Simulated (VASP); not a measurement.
Write the native input for VASP 6.6.1 that does the following.

```
Task                   : relaxation of cell and atoms
Functional             : PBE
Potentials or basis    : VASP PAW PBE potentials, release 64 (Tl_d, H)
Cutoff                 : 600 eV
k mesh                 : 18 × 18 × 10
Occupations            : gaussian, width 0.1 eV
Spin                   : no spin polarisation
Dipole correction      : no
Further INCAR settings : ALGO = Normal; EDIFF = 1e-06; IBRION = 2; EDIFFG = -0.01; NSW = 100; ISIF = 3
```

The structure of TlH2 lies in POSCAR:

```
TlH2
1.0
    3.5625123823      0.0000000000      0.0000000000
   -1.7812561911      3.0852262243      0.0000000000
    0.0000000000      0.0000000000      4.3927551425
Tl H
1 2
Direct
    0.0000000000      0.0000000000      0.0000000000
    0.3333333333      0.6666666667      0.2121566766
    0.6666666667      0.3333333333      0.7878433234
```

The cell was generated, and may not be a known phase.

These files were run (other wordings do the same):

INCAR

```
SYSTEM = TlH2
PREC = Accurate ; ENCUT = 600
EDIFF = 1E-6 ; ISMEAR = 0
SIGMA = 0.1 ; LREAL = .False.
LASPH = .True. ; NELM = 100
ALGO = Normal ; ISIF = 3
LWAVE = .False. ; LCHARG = .False.
GGA = PE ; IBRION = 2
NSW = 100 ; EDIFFG = -0.01
```

KPOINTS

```
Automatic mesh
0
Gamma
  18 18 10
  0 0 0
```

Potentials or basis: VASP PAW PBE potentials, release 64 (Tl_d, H).

The run is started by

```bash
$ cat potpaw_PBE.64/Tl_d/POTCAR potpaw_PBE.64/H/POTCAR > POTCAR
$ mpirun -np 1 vasp_std > vasp.out
```

It gave:

- Relaxed volume: 15.95 Å³/atom
- Relaxed cell: a = 3.565 Å, b = 3.565 Å, c = 4.349 Å, α = 90.00°, β = 90.00°, γ = 120.00°
- Space group after relaxing (to 0.1 Å): P-3m1 (No. 164)
- Energy gained by relaxing: 0.2 meV/atom
- Ionic steps: 6
- Pressure after relaxing: 0.0 GPa
- Largest force after relaxing: 0.008 eV/Å
- Band gap on the k mesh: zero (an odd number of electrons rules out a gap without spin polarisation)

Caveat: spin-orbit coupling is left out, which moves the levels of the heavy elements; an odd number of electrons without spin polarisation forces a metal; a magnetic or distorted state may lie lower.

Wall time 3.3 min on 1 thread of Intel(R) Xeon(R) 6975P-C (Granite Rapids), on a shared host, peak memory 0.37 GiB.
